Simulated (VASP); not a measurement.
# Li7Bi (Fm-3m) in VASP: further runs

Runs on Li7Bi. Level: PBE. Tasks: single point.

Program: VASP 6.6.1. These are calculated values, not measurements. Logs are shortened: lines on timing, memory, paths and dates and some standing lists are left out, and cuts for length are marked.

## Step 1: The cell of the first run

The structure is cubic, space group Fm-3m (No. 225). Conventional cell: a = 7.447 Å, b = 7.447 Å, c = 7.447 Å, α = 90.00°, β = 90.00°, γ = 90.00°. Within 3.5 Å of Li (site symmetry mmm) lie 10 Li at 2.63 Å and 2 Bi at 2.63 Å. Li (site symmetry m-3m) has 12 Li at 2.63 Å within 3.5 Å. Bi (site symmetry m-3m) has 12 Li at 2.63 Å within 3.5 Å.

The cell was generated, and may not be a known phase.

## Step 2: Single point, PBE

Input file INCAR:

```
SYSTEM = Li7Bi
ALGO = Fast
EDIFF = 1E-6
ENCUT = 520
GGA = PE
ISIF = 2
ISMEAR = 0
LASPH = .TRUE.
LCHARG = .FALSE.
LREAL = .FALSE.
LWAVE = .FALSE.
NBANDS = 28
NELM = 80
PREC = Accurate
SIGMA = 0.1
```

Input file KPOINTS:

```
k-points
0
G
  4 4 4
  0 0 0
```

Input file POSCAR:

```
Li7Bi
1.0
    0.0000000000      3.7236449700      3.7236449700
    3.7236449700      0.0000000000      3.7236449700
    3.7236449700      3.7236449700      0.0000000000
Li Bi
7 1
Direct
    0.5000000000      0.0000000000      0.0000000000
    0.0000000000      0.5000000000      0.5000000000
    0.0000000000      0.5000000000      0.0000000000
    0.5000000000      0.0000000000      0.5000000000
    0.0000000000      0.0000000000      0.5000000000
    0.5000000000      0.5000000000      0.0000000000
    0.5000000000      0.5000000000      0.5000000000
    0.0000000000      0.0000000000      0.0000000000
```

Potentials or basis: VASP PAW PBE potentials, release 64 (Li_sv, Bi_d).

The run is started by

```bash
$ cat potpaw_PBE.64/Li_sv/POTCAR potpaw_PBE.64/Bi_d/POTCAR > POTCAR
$ mpirun -np 1 vasp_std > vasp.out
```

OUTCAR:

```text
SYSTEM = Li7Bi
   EDIFF = 1E-6
   ENCUT = 520
   GGA = PE
   ISIF = 2
   ISMEAR = 0
   LASPH = .TRUE.
   LREAL = .FALSE.
   NELM = 80
   PREC = Accurate

 ion  position               nearest neighbor table
   1  0.500  0.000  0.000-   8 2.63   8 2.63
   2  0.000  0.500  0.500-   8 2.63   8 2.63
   3  0.000  0.500  0.000-   8 2.63   8 2.63
   4  0.500  0.000  0.500-   8 2.63   8 2.63
   5  0.000  0.000  0.500-   8 2.63   8 2.63
   6  0.500  0.500  0.000-   8 2.63   8 2.63
   7  0.500  0.500  0.500-
   8  0.000  0.000  0.000-   1 2.63   3 2.63   5 2.63   2 2.63   4 2.63   5 2.63   2 2.63   3 2.63
                             6 2.63   1 2.63   4 2.63   6 2.63

  LATTYP: Found a face centered cubic cell.
 ALAT       =     7.4472899400

  Lattice vectors:

 A1 = (   0.0000000000,   3.7236449700,   3.7236449700)
 A2 = (   3.7236449700,   0.0000000000,   3.7236449700)
 A3 = (   3.7236449700,   3.7236449700,   0.0000000000)

Analysis of symmetry for initial positions (statically):
=====================================================================
 Subroutine PRICEL returns:
 Original cell was already a primitive cell.

 Routine SETGRP: Setting up the symmetry group for a
 face centered cubic supercell.

 Subroutine GETGRP returns: Found 48 space group operations
 (whereof 48 operations were pure point group operations)
 out of a pool of 48 trial point group operations.

The static configuration has the point symmetry O_h .

Analysis of symmetry for dynamics (positions and initial velocities):
=====================================================================
 Subroutine PRICEL returns:
 Original cell was already a primitive cell.

 Routine SETGRP: Setting up the symmetry group for a
 face centered cubic supercell.

 Subroutine GETGRP returns: Found 48 space group operations
 (whereof 48 operations were pure point group operations)
 out of a pool of 48 trial point group operations.

The dynamic configuration has the point symmetry O_h .

 Subroutine INISYM returns: Found 48 space group operations
 (whereof 48 operations are pure point group operations),
 and found     1 'primitive' translations

----------------------------------------------------------------------------------------

                                     Primitive cell

  volume of cell :     103.2606

  direct lattice vectors                    reciprocal lattice vectors
     0.000000000  3.723644970  3.723644970    -0.134277033  0.134277033  0.134277033
     3.723644970  0.000000000  3.723644970     0.134277033 -0.134277033  0.134277033
     3.723644970  3.723644970  0.000000000     0.134277033  0.134277033 -0.134277033

  length of vectors
     5.266029218  5.266029218  5.266029218     0.232574644  0.232574644  0.232574644

  position of ions in fractional coordinates (direct lattice)
     0.500000000  0.000000000  0.000000000
     0.000000000  0.500000000  0.500000000
     0.000000000  0.500000000  0.000000000
     0.500000000  0.000000000  0.500000000
     0.000000000  0.000000000  0.500000000
     0.500000000  0.500000000  0.000000000
     0.500000000  0.500000000  0.500000000
     0.000000000  0.000000000  0.000000000

  ion indices of the primitive-cell ions
   primitive index   ion index
                 1           1
                 2           2
                 3           3
                 4           4
                 5           5
                 6           6
                 7           7
                 8           8

----------------------------------------------------------------------------------------

 KPOINTS: k-points

Automatic generation of k-mesh.
 Grid dimensions read from file:
 generate k-points for:    4    4    4

 Generating k-lattice:

  Cartesian coordinates                     Fractional coordinates (reciprocal lattice)
    -0.033569258  0.033569258  0.033569258     0.250000000  0.000000000  0.000000000
     0.033569258 -0.033569258  0.033569258     0.000000000  0.250000000  0.000000000
     0.033569258  0.033569258 -0.033569258     0.000000000  0.000000000  0.250000000

  Length of vectors
     0.058143661  0.058143661  0.058143661

  Shift w.r.t. Gamma in fractional coordinates (k-lattice)
     0.000000000  0.000000000  0.000000000

 Subroutine IBZKPT returns following result:
 ===========================================

 Found      8 irreducible k-points:

 Following reciprocal coordinates:
            Coordinates               Weight
  0.000000  0.000000  0.000000      1.000000
  0.250000  0.000000  0.000000      8.000000
  0.500000  0.000000  0.000000      4.000000
  0.250000  0.250000  0.000000      6.000000
  0.500000  0.250000  0.000000     24.000000
 -0.250000  0.250000  0.000000     12.000000
  0.500000  0.500000  0.000000      3.000000
 -0.250000  0.500000  0.250000      6.000000
   k-points           NKPTS =      8   k-points in BZ     NKDIM =      8   number of bands    NBANDS=     28
   number of dos      NEDOS =    301   number of ions     NIONS =      8
   total plane-waves  NPLWV =  64000
   dimension x,y,z NGX =    40 NGY =   40 NGZ =   40
   dimension x,y,z NGXF=    80 NGYF=   80 NGZF=   80
   ions per type =               7   1
   NGX,Y,Z   is equivalent  to a cutoff of  12.63, 12.63, 12.63 a.u.
   NGXF,Y,Z  is equivalent  to a cutoff of  25.26, 25.26, 25.26 a.u.
 SYSTEM =  Li7Bi
   PREC   = accura    normal or accurate (medium, high low for compatibility)
   ISTART =      0    job   : 0-new  1-cont  2-samecut
   ICHARG =      2    charge: 1-file 2-atom 10-const
   ISPIN  =      1    spin polarized calculation?
   LNONCOLLINEAR =      F non collinear calculations
   LSORBIT =      F    spin-orbit coupling
   LASPH  =      T    aspherical Exc in radial PAW
   ENCUT  =  520.0 eV  38.22 Ry    6.18 a.u.   9.79  9.79  9.79*2*pi/ulx,y,z
   NELM   =     80;   NELMIN=  2; NELMDL= -5     # of ELM steps
   EDIFF  = 0.1E-05   stopping-criterion for ELM
   LREAL  =      F    real-space projection
   EDIFFG = 0.1E-04   stopping-criterion for IOM
   NSW    =      0    number of steps for IOM
   IBRION =     -1    ionic relax: 0-MD 1-quasi-New 2-CG
   NFREE  =      0    steps in history (QN), initial steepest desc. (CG)
   ISIF   =      2    stress and relaxation
   ISYM   =      2    0-nonsym 1-usesym 2-fastsym
   POTIM  = 0.5000    time-step for ionic-motion
   TEBEG  =    0.0;   TEEND  =   0.0 temperature during run
   PSTRESS=    0.0 pullay stress
   NELECT =      36.0000    total number of electrons
   NUPDOWN=      -1.0000    fix difference up-down
   EMIN   =  10.00;   EMAX   =-10.00  energy-range for DOS
   EFERMI =   0.00;   METHOD = LEGACY
   ISMEAR =     0;   SIGMA  =   0.10  broadening in eV -4-tet -1-fermi 0-gaus
   EFERMI_NEDOS =   21; number of points for ismear=-14 and -15
   IALGO  =     68    algorithm
   IMIX   =      4    mixing-type and parameters
     AMIX     =   0.40;   BMIX     =  1.00
     AMIX_MAG =   1.60;   BMIX_MAG =  1.00
  volume/ion in A,a.u.               =      12.91        87.10
  Fermi-wavevector in a.u.,A,eV,Ry     =   1.152208  2.177357 18.062854  1.327582
  Thomas-Fermi vector in A             =   2.288860
   LORBIT       =      0    0 simple, 1 ext, 2 COOP (PROOUT), +10 PAW based schemes
   GGA     = PE    functional components
   LHFCALC =     F    Hartree Fock is set to
   AEXX    =    0.0000 exact exchange contribution
   IVDW    =     0    specifies the selected vdW correction
   LEPSILON=     F    determine dielectric tensor
   LRPA    =     F    only Hartree local field effects (RPA)
 non-spin polarized calculation
 RMM-DIIS sequential band-by-band and
 Gauss-broadening in eV      SIGMA  =   0.10
  energy-cutoff  :      520.00
  volume of cell :      103.26
 maximum number of plane-waves:      2788
   NGX = 19   NGY = 19   NGZ = 19

 number of electron      36.0000077 magnetization

 Free energy of the ion-electron system (eV)
  ---------------------------------------------------
  ext. energy  EPLUGINS =         0.00000000
  ---------------------------------------------------
  free energy    TOTEN  =       -16.35617458 eV

  energy without entropy =      -16.33471654  energy(sigma->0) =      -16.34544556

 E-fermi :   5.0046     XC(G=0):  -9.2806

 val. band max:        4.9716987833   @ k =   0.5000   0.0000   0.0000
 cond. band min:       5.0366630566   @ k =   0.5000   0.0000   0.0000
 fundamental gap:      0.0649642733
 Fermi energy:         5.0045952544

 k-point     1 :       0.0000    0.0000    0.0000
  band No.  band energies     occupation
      1     -41.6711      2.00000
      2     -41.1537      2.00000
      3     -41.0891      2.00000
      4     -41.0891      2.00000
      5     -41.0891      2.00000
      6     -41.0583      2.00000
[... 20 lines left out ...]
     27      10.7088      0.00000
     28      14.5743      0.00000

 k-point     2 :       0.2500    0.0000    0.0000
  band No.  band energies     occupation
      1     -41.6704      2.00000
      2     -41.1446      2.00000
      3     -41.0990      2.00000
      4     -41.0847      2.00000
      5     -41.0847      2.00000
      6     -41.0629      2.00000
[... 20 lines left out ...]
     27      10.8949      0.00000
     28      13.1843      0.00000

 k-point     3 :       0.5000    0.0000    0.0000
  band No.  band energies     occupation
      1     -41.6697      2.00000
      2     -41.1231      2.00000
      3     -41.1212      2.00000
      4     -41.0739      2.00000
      5     -41.0739      2.00000
      6     -41.0737      2.00000
[... 120 lines left out ...]
      3     -41.0899      2.00000
      4     -41.0898      2.00000
      5     -41.0896      2.00000
      6     -41.0896      2.00000
[... 20 lines left out ...]
     27      11.3342      0.00000
     28      11.3973      0.00000

 k-point     8 :      -0.2500    0.5000    0.2500
  band No.  band energies     occupation
      1     -41.6692      2.00000
      2     -41.1130      2.00000
      3     -41.1130      2.00000
      4     -41.0903      2.00000
      5     -41.0892      2.00000
      6     -41.0670      2.00000
[... 20 lines left out ...]
     27      12.7715      0.00000
     28      12.7733      0.00000

------------------------ aborting loop because EDIFF is reached ----------------------------------------

  FORCE on cell =-STRESS in cart. coord.  units (eV):
  Direction    XX          YY          ZZ          XY          YZ          ZX
  --------------------------------------------------------------------------------------
  -------------------------------------------------------------------------------------
  Total       11.2469822     11.2469822     11.2469822      0.0000000      0.0000000     -0.0000000
  in kB      174.5065753    174.5065753    174.5065753      0.0000000      0.0000000     -0.0000000
  external PRESSURE =     174.5065753 kB  Pullay stress =       0.0000000 kB

 VOLUME and BASIS-vectors are now :
 -----------------------------------------------------------------------------
  energy-cutoff  :      520.00
  volume of cell :      103.26
      direct lattice vectors                 reciprocal lattice vectors
     0.000000000  3.723644970  3.723644970    -0.134277033  0.134277033  0.134277033
     3.723644970  0.000000000  3.723644970     0.134277033 -0.134277033  0.134277033
     3.723644970  3.723644970  0.000000000     0.134277033  0.134277033 -0.134277033

 POSITION                                       TOTAL-FORCE (eV/Angst)
 -----------------------------------------------------------------------------------
      0.00000      1.86182      1.86182         0.000000     -0.000000      0.000000
      3.72364      1.86182      1.86182         0.000000     -0.000000      0.000000
      1.86182      0.00000      1.86182         0.000000      0.000000     -0.000000
      1.86182      3.72364      1.86182         0.000000     -0.000000     -0.000000
      1.86182      1.86182      0.00000        -0.000000      0.000000      0.000000
      1.86182      1.86182      3.72364         0.000000     -0.000000     -0.000000
      3.72364      3.72364      3.72364         0.000000     -0.000000      0.000000
      0.00000      0.00000      0.00000        -0.000000      0.000000     -0.000000
 -----------------------------------------------------------------------------------
    total drift:                               -0.000000     -0.000000      0.000000

  FREE ENERGIE OF THE ION-ELECTRON SYSTEM (eV)
  ---------------------------------------------------
  free  energy   TOTEN  =       -16.3561745800 eV

  energy  without entropy=      -16.3347165430  energy(sigma->0) =      -16.34544556
```

Wall time 2.1 min (1 thread of Intel Xeon 8259CL, shared host); peak memory 0.24 GiB.

What came out:

- Free energy: -16.3562 eV
- Band gap on the k mesh: zero (bands 18 and 19 overlap by 0.42 eV)

Levels at points of the mesh, in eV from the Fermi level:
```tsv
k point	band 14	band 15	band 16	band 17	band 18	band 19	band 20	band 21	band 22	band 23
(0.00, 0.00, 0.00)	-3.35	-3.35	-3.35	-1.67	-0.72	0.59	0.59	0.59	3.98	3.98
(0.50, 0.00, 0.00)	-4.61	-3.01	-3.01	-1.24	-0.03	-0.03	0.03	2.68	3.15	4.93
(0.50, 0.50, 0.00)	-4.27	-3.38	-3.38	-2.12	-1.02	2.53	2.53	3.18	3.83	3.83
```

Caveat: the k points lie up to 0.37 Å⁻¹ apart; the cutoff is under 1.25 times the usual one of these potentials, so pressure, stress and relaxed cells hold a basis-set (Pulay) error; spin-orbit coupling is left out, which moves the levels of the heavy elements.

## Step 3: Single point, PBE

This run uses another cell than the first one, of 20.02 Å³/atom.

Input file INCAR:

```
PREC = Accurate ; ENCUT = 520
EDIFF = 1E-6 ; ISMEAR = 0
SIGMA = 0.1 ; LREAL = F
LASPH = T ; NELM = 60
ALGO = Normal ; ISIF = 2
LWAVE = F ; LCHARG = T
GGA = PE ; LELF = T
LVHAR = T ; NBANDS = 28
```

Input file KPOINTS:

```
Automatic mesh
0
Gamma
  4 4 4
```

POSCAR: that of step 2 with these lines changed.

```diff
@@ -2,5 +2,5 @@
 1.0
-    0.0000000000      3.7236449700      3.7236449700
-    3.7236449700      0.0000000000      3.7236449700
-    3.7236449700      3.7236449700      0.0000000000
+    0.0000000000      4.3105749825      4.3105749825
+    4.3105749825      0.0000000000      4.3105749825
+    4.3105749825      4.3105749825      0.0000000000
 Li Bi
```

Potentials or basis: VASP PAW PBE potentials, release 64 (Li_sv, Bi_d).

The run is started by

```bash
$ cat potpaw_PBE.64/Li_sv/POTCAR potpaw_PBE.64/Bi_d/POTCAR > POTCAR
$ mpirun -np 1 vasp_std > vasp.out
```

It took 54 s on 1 thread of Intel Xeon 8259CL, shared host; peak memory 0.32 GiB.

Results (log left out):

| Quantity | Value |
| --- | --- |
| Free energy | -18.5792 eV |
| Band gap on the k mesh | zero (bands 18 and 19 overlap by 0.38 eV) |

Levels at points of the mesh, in eV from the Fermi level:
| k point | band 15 | band 16 | band 17 | band 18 | band 19 | band 20 | band 21 | band 22 |
| --- | --- | --- | --- | --- | --- | --- | --- | --- |
| (0.00, 0.00, 0.00) | -2.35 | -2.35 | -2.29 | -0.24 | 0.68 | 0.68 | 0.68 | 2.50 |
| (0.50, 0.00, 0.00) | -2.21 | -2.21 | -1.32 | 0.10 | 0.10 | 0.11 | 1.57 | 2.05 |
| (0.50, 0.50, 0.00) | -2.54 | -2.54 | -1.79 | -0.82 | 1.87 | 1.87 | 1.97 | 2.84 |

Caveat: the cutoff is under 1.25 times the usual one of these potentials, so pressure, stress and relaxed cells hold a basis-set (Pulay) error; spin-orbit coupling is left out, which moves the levels of the heavy elements.

[end of part 1 of 2]

The gap in the log of VASP goes by the Fermi energy; the results here count the filled bands.